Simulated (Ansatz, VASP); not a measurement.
**One calculation of KAlAs3, two programs**

```
CELL_PARAMETERS angstrom
6.20201 0.00000 0.00000
-3.10100 5.37110 0.00000
0.00000 0.00000 7.23366
ATOMIC_POSITIONS crystal
K 0.33333 0.66667 0.75000
K 0.66667 0.33333 0.25000
Al 0.00000 0.00000 0.50000
Al 0.00000 0.00000 0.00000
As 0.18633 0.37267 0.25000
As 0.81367 0.18633 0.75000
As 0.81367 0.62733 0.75000
As 0.18633 0.81367 0.25000
As 0.62733 0.81367 0.25000
As 0.37267 0.18633 0.75000
```

Alike in both runs: functional PBE; k mesh 6 × 6 × 6; occupations gaussian, width 0.1 eV; no spin polarisation.

Ansatz relaxed the structure, and its values are those at the end. VASP's run is a single point on that final structure, the one shown.

```csv
,VASP,Ansatz
version,VASP 6.6.1,Ansatz 0.2.0
potentials or method,"VASP PAW PBE potentials, release 64 (K_sv, Al, As), cutoff 520 eV","scalar-relativistic, plane waves, PAW"
valence electrons in the cell,54,114
```

VASP gave:

- gap on the k mesh at the Fermi level (eV): none
- pressure (GPa): 0.1

Which values does Ansatz return?

gap on the k mesh at the Fermi level (eV): none; pressure (GPa): 0.0.

A gap of «none» marks a metal or a gap that the smearing closes. The functional is the same, so the differences come from potentials, cutoffs and numerics. VASP's potentials hold 54 valence electrons a cell and Ansatz's 114, so a difference there can come from the potentials and not from the codes.
